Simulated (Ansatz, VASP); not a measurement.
# One calculation of In, two programs

INCAR

```
ALGO = Fast
EDIFF = 1E-7
ENCUT = 520
GGA = PE
ISIF = 2
ISMEAR = 0
LASPH = True
LCHARG = False
LREAL = False
LWAVE = False
NBANDS = 20
NELM = 60
PREC = Accurate
SIGMA = 0.1
```

Contents of KPOINTS:

```
k-points
0
Gamma
  15 15 8
```

Contents of POSCAR:

```
In
1.0
    3.4321137761      0.0000000000      0.0000000000
   -1.7160568881      2.9722977189      0.0000000000
    0.0000000000      0.0000000000      5.8340170780
In
2
Direct
    0.3333333300      0.6666666700      0.2500000000
    0.6666666700      0.3333333300      0.7500000000
```

Input for Ansatz:

```yaml
crystal:
  lattice:
    - [3.4321137761, 0.0, 0.0]
    - [-1.7160568881, 2.9722977189, 0.0]
    - [0.0, 0.0, 5.834017078]
  atoms:
    - { symbol: In, position: [0.33333333, 0.66666667, 0.25] }
    - { symbol: In, position: [0.66666667, 0.33333333, 0.75] }
basis:
  ecutwfc: 420
kpoints:
  mp_grid: { grid: [15, 15, 8] }
hamiltonian:
  xc: pbe
scf:
  occupations: { method: gaussian, width: 0.1 }
output:
  forces: true
  stress: true
  eigenvalues: true
```

Alike in both runs: task single point; functional PBE; k mesh 15 × 15 × 8; occupations gaussian, width 0.1 eV; no spin polarisation.

|  | VASP | Ansatz |
| --- | --- | --- |
| version | VASP 6.6.1 | Ansatz 0.2.0 |
| potentials or method | VASP PAW PBE potentials, release 64 (In_d), cutoff 520 eV | scalar-relativistic, plane waves, PAW |
| valence electrons in the cell | 26 | 26 |

```tsv
	VASP	Ansatz	Ansatz less VASP
gap on the k mesh at the Fermi level (eV)	none	none	-
pressure (GPa)	-2.0	-2.0	+0.03
traceless stress, the component that is largest in VASP (GPa)	-0.59	-0.59	+0.003
```

A gap of «none» marks a metal or a gap that the smearing closes. With one functional, cell and mesh, what is left measures potentials, basis and numerics.
